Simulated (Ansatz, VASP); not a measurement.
# C in VASP and in Ansatz

The input INCAR:

```
SYSTEM = C
  ALGO = Normal
  EDIFF = 1E-7
  ENCUT = 520
  ISIF = 2
  ISMEAR = 0
  LASPH = .TRUE.
  LCHARG = .FALSE.
  LREAL = .FALSE.
  LWAVE = .FALSE.
  NBANDS = 26
  NELM = 100
  PREC = Accurate
  SIGMA = 0.05
```

Contents of KPOINTS:

```
k-points
0
G
  8 8 8
  0 0 0
```

POSCAR

```
C
1.0
   -2.4465542730      2.4465542730      2.4827102475
    2.4465542730     -2.4465542730      2.4827102475
    2.4465542730      2.4465542730     -2.4827102475
C
8
Direct
    0.3254710859      0.0000000000      0.0000000000
    0.6745289141      0.6745289141      0.6745289141
    0.0000000000      0.3254710859      0.0000000000
    0.0000000000      0.0000000000      0.3254710859
    0.0000000000      0.6745289141      0.0000000000
    0.3254710859      0.3254710859      0.3254710859
    0.6745289141      0.0000000000      0.0000000000
    0.0000000000      0.0000000000      0.6745289141
```

Input for Ansatz:

```yaml
crystal:
  lattice:
    - [-2.446554273, 2.446554273, 2.4827102475]
    - [2.446554273, -2.446554273, 2.4827102475]
    - [2.446554273, 2.446554273, -2.4827102475]
  atoms:
    - { symbol: C, position: [0.3254710859, 0.0, 0.0] }
    - { symbol: C, position: [0.6745289141, 0.6745289141, 0.6745289141] }
    - { symbol: C, position: [0.0, 0.3254710859, 0.0] }
    - { symbol: C, position: [0.0, 0.0, 0.3254710859] }
    - { symbol: C, position: [0.0, 0.6745289141, 0.0] }
    - { symbol: C, position: [0.3254710859, 0.3254710859, 0.3254710859] }
    - { symbol: C, position: [0.6745289141, 0.0, 0.0] }
    - { symbol: C, position: [0.0, 0.0, 0.6745289141] }
basis:
  ecutwfc: 420
kpoints:
  mp_grid: { grid: [8, 8, 8] }
hamiltonian:
  xc: lda
scf:
  occupations: { method: gaussian, width: 0.05 }
output:
  forces: true
  stress: true
  eigenvalues: true
  write_density: true
  write_potential: true
  elf: true
  volumetric_format: npy
```

Change from the starting cell: strain +0.015 along x and y, +0.030 along z, atoms carried along.

Alike in both runs: task single point; functional LDA; k mesh 8 × 8 × 8; occupations gaussian, width 0.05 eV; no spin polarisation.

|  | VASP | Ansatz |
| --- | --- | --- |
| version | VASP 6.6.1 | Ansatz 0.2.0 |
| potentials or method | VASP PAW LDA potentials, release 64 (C), cutoff 520 eV | scalar-relativistic, plane waves, PAW |
| valence electrons in the cell | 32 | 32 |

Ansatz gave:

```
gap on the k mesh at the Fermi level (eV)                     : 2.84
least direct gap on the mesh (eV)                             : 3.73
pressure (GPa)                                                : -18.2
traceless stress, the component that is largest in VASP (GPa) : -4.88
rms of the force components (eV/Å)                            : 0.205
```

**Question.** What did VASP give for the same quantities?

**Answer.** gap on the k mesh at the Fermi level (eV): 2.83; least direct gap on the mesh (eV): 3.71; pressure (GPa): -17.2; traceless stress, the component that is largest in VASP (GPa): -4.90; rms of the force components (eV/Å): 0.191.

LDA's correlation is that of Perdew and Zunger in VASP and of Perdew and Wang (1992) in Ansatz. Atom by atom the forces differ by 0.021 eV/Å (rms over components).
